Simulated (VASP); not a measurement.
A run of VASP 6.6.1:

POSCAR

```
B32HN32
1.0
    7.2115910000      0.0000000000      0.0000000000
    0.0000000000      7.2115910000      0.0000000000
    0.0000000000      0.0000000000      7.2115910000
B N H
32 32 1
Direct
    0.0002180000      0.0006960000      0.9991380000
    0.9994400000      0.9999170000      0.4989420000
    0.0014650000      0.5004360000      0.0001810000
    0.9993030000      0.5002950000      0.4988040000
    0.4999570000      0.0019450000      0.0001850000
    0.4998140000      0.9997810000      0.4988040000
    0.5001670000      0.5006450000      0.9986930000
    0.4734660000      0.4739390000      0.4639050000
    0.2493470000      0.2498250000      0.9975610000
    0.2447980000      0.2452790000      0.4954050000
    0.2496850000      0.7509880000      0.9990620000
    0.2491750000      0.7503240000      0.5003210000
    0.7505090000      0.2501670000      0.9990610000
    0.7498510000      0.2496510000      0.5003180000
    0.7514940000      0.7519700000      0.0011630000
    0.7518210000      0.7523000000      0.4971680000
    0.2489490000      0.9990700000      0.2481170000
    0.2499190000      0.0006930000      0.7490360000
    0.2452440000      0.4982410000      0.2440400000
    0.2479760000      0.5019990000      0.7486400000
    0.7500450000      0.0003140000      0.2494490000
    0.7509660000      0.0017940000      0.7499450000
    0.7502150000      0.5012180000      0.2468910000
    0.7595630000      0.5015180000      0.7575810000
    0.9985900000      0.2494280000      0.2481150000
    0.0002140000      0.2503990000      0.7490350000
    0.9998350000      0.7505240000      0.2494520000
    0.0013130000      0.7514460000      0.7499460000
    0.4977610000      0.2457220000      0.2440410000
    0.5015160000      0.2484560000      0.7486400000
    0.5007360000      0.7506940000      0.2468930000
    0.5010460000      0.7600500000      0.7575880000
    0.1249690000      0.1254520000      0.1238440000
    0.1245140000      0.1249980000      0.6240290000
    0.1250210000      0.6257530000      0.1241790000
    0.1251380000      0.6258320000      0.6240320000
    0.6252700000      0.1255080000      0.1241820000
    0.6253490000      0.1256200000      0.6240310000
    0.6254300000      0.6259150000      0.1237740000
    0.6384460000      0.6389270000      0.6429330000
    0.3743710000      0.3748520000      0.1224520000
    0.3731060000      0.3735920000      0.6204710000
    0.3751600000      0.8755340000      0.1241130000
    0.3763350000      0.8756560000      0.6248570000
    0.8750490000      0.3756460000      0.1241080000
    0.8751760000      0.3768160000      0.6248540000
    0.8757970000      0.8762790000      0.1255230000
    0.8754700000      0.8759530000      0.6248550000
    0.3742330000      0.1240090000      0.3729910000
    0.3755240000      0.1263920000      0.8734440000
    0.3732540000      0.6245270000      0.3709200000
    0.3760400000      0.6265560000      0.8739460000
    0.8743880000      0.1258290000      0.3747770000
    0.8758240000      0.1263580000      0.8743310000
    0.8740620000      0.6250660000      0.3746110000
    0.8795430000      0.6269800000      0.8784180000
    0.1235250000      0.3747160000      0.3729890000
    0.1259120000      0.3760080000      0.8734430000
    0.1253510000      0.8748700000      0.3747820000
    0.1258720000      0.8763060000      0.8743300000
    0.6240520000      0.3737330000      0.3709200000
    0.6260700000      0.3765210000      0.8739470000
    0.6245830000      0.8745450000      0.3746100000
    0.6265030000      0.8800300000      0.8784270000
    0.5369780000      0.5375500000      0.6356780000
```

Contents of INCAR.step1:

```
SYSTEM = B32HN32
PREC = Accurate ; ENCUT = 520
ISMEAR = -1 ; SIGMA = 0.05
LREAL = Auto ; LASPH = .True.
NELM = 100 ; NELECT = 256.0
ISYM = 0 ; NBANDS = 166
GGA = PE ; ALGO = Normal
EDIFF = 1E-4 ; LWAVE = .True.
LCHARG = .False.
```

File INCAR.step2:

```
SYSTEM = B32HN32
PREC = Accurate ; ENCUT = 520
EDIFF = 1E-6 ; ISMEAR = -1
SIGMA = 0.05 ; LREAL = Auto
LASPH = .True. ; NELM = 100
ALGO = Normal ; ISIF = 2
LWAVE = .False. ; LCHARG = .True.
METAGGA = R2SCAN ; LMIXTAU = .True.
LELF = .True. ; LVHAR = .True.
NELECT = 256.0 ; ISYM = 0
NBANDS = 166 ; ISTART = 1
```

The input KPOINTS:

```
Automatic mesh
0
Gamma
  1 1 1
  0.25 0.25 0.25
```

Potentials or basis: VASP PAW PBE potentials, release 64 (B, N, H).

Run with:

```console
$ cat potpaw_PBE.64/B/POTCAR potpaw_PBE.64/N/POTCAR potpaw_PBE.64/H/POTCAR > POTCAR
$ cp INCAR.step1 INCAR
$ mpirun -np 1 vasp_std > vasp.out
$ cp INCAR.step2 INCAR
$ mpirun -np 1 vasp_std > vasp.out
```

Hardware: 1 thread of Intel Xeon 8259CL (shared host).

Task: How long does it take, and how much memory?

Result: It took 45 min on 1 thread of Intel Xeon 8259CL, on a shared host, peak memory 0.54 GiB. Counts: k points 4.
